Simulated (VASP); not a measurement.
Runs of VASP 6.6.1 on MgH2. The structure is that of space group Fm-3m (No. 225), or close to it. The cells are those of the table. 

```csv
task,level,spin,cell,k mesh,cutoff (eV),smearing,gap on the mesh (eV),pressure (GPa)
electric field gradients,BLYP,"collinear, zero start","a = 3.367 Å, angles 60.0°, 3 atoms",8 × 8 × 8,520,methfessel-paxton 0.1 eV,none,0.2
single point,r2SCAN,off,"a = 3.367 Å, angles 60.0°, 3 atoms","2 × 2 × 2, shifted",660,gaussian 0.1 eV,(b),(a)
single point,PBE,off,"a = 3.367 Å, angles 60.0°, 3 atoms","6 × 6 × 6, shifted",520,gaussian 0.1 eV,none,-0.7
single point,r2SCAN,off,"a = 3.367 Å, angles 60.0°, 3 atoms","4 × 4 × 4, shifted",520,gaussian 0.1 eV,0.51,-1.7
single point,PBE,off,"a = 3.476 Å, angles 60.0°, 3 atoms",4 × 4 × 4,520,gaussian 0.1 eV,none,-5.3
```

Alike in all rows: potentials or basis VASP PAW PBE potentials, release 64 (Mg, H).

**Question.** Fill in the values left out.

**Answer.** (a) -2.4; (b) 3.40.

Caveats: some runs use coarse meshes; the PAW data sets were made with another functional, which shifts forces and pressure a little (some runs).

A k mesh can miss the band edges.

A gap of «none» marks levels without a gap at the run's occupations.
